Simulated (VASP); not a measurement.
Set up this calculation in VASP 6.6.1, as the native input.

```
Task                   : electric field gradients
Functional             : PBE
Dispersion             : D3(BJ)
Potentials or basis    : VASP PAW PBE potentials, release 64 (Pb_d, Si)
Cutoff                 : 520 eV
k mesh                 : 13 × 13 × 13
Occupations            : gaussian, width 0.1 eV
Spin                   : no spin polarisation
Dipole correction      : no
Further INCAR settings : ALGO = Normal; EDIFF = 1e-08; NBANDS = 16
```

The structure of SiPb (rocksalt type) lies in POSCAR:

```
SiPb
1.0
    0.0000000000      2.8911628641      2.8911628641
    2.8911628641      0.0000000000      2.8911628641
    2.8911628641      2.8911628641      0.0000000000
Pb Si
1 1
Direct
    0.0000000000      0.0000000000      0.0000000000
    0.5000000000      0.5000000000      0.5000000000
```

These files were run (other wordings do the same):

INCAR

```
  PREC = Accurate
  ENCUT = 520
  EDIFF = 1E-8
  ISMEAR = 0
  SIGMA = 0.1
  LREAL = False
  LASPH = True
  NELM = 80
  ALGO = Normal
  ISIF = 2
  LWAVE = False
  LCHARG = False
  GGA = PE
  IVDW = 12
  LEFG = True
  NBANDS = 16
```

KPOINTS

```
regular mesh
0
Gamma
  13 13 13
```

Potentials or basis: VASP PAW PBE potentials, release 64 (Pb_d, Si).

Run with:

```bash
$ cat potpaw_PBE.64/Pb_d/POTCAR potpaw_PBE.64/Si/POTCAR > POTCAR
$ mpirun -np 1 vasp_std > vasp.out
```

It gave:

The pressure is -0.3 GPa, the band gap on the k mesh is zero (bands 9 and 10 overlap by 3.53 eV) and the largest electric field gradient by atom is under 0.05 V/Å² on every atom. The dispersion energy per atom is -0.378 eV.

Caveat: spin-orbit coupling is left out, which moves the levels of the heavy elements.

Wall time 29 s on 1 thread of Intel(R) Xeon(R) 6975P-C (Granite Rapids), with other jobs on the host, peak memory 0.22 GiB.
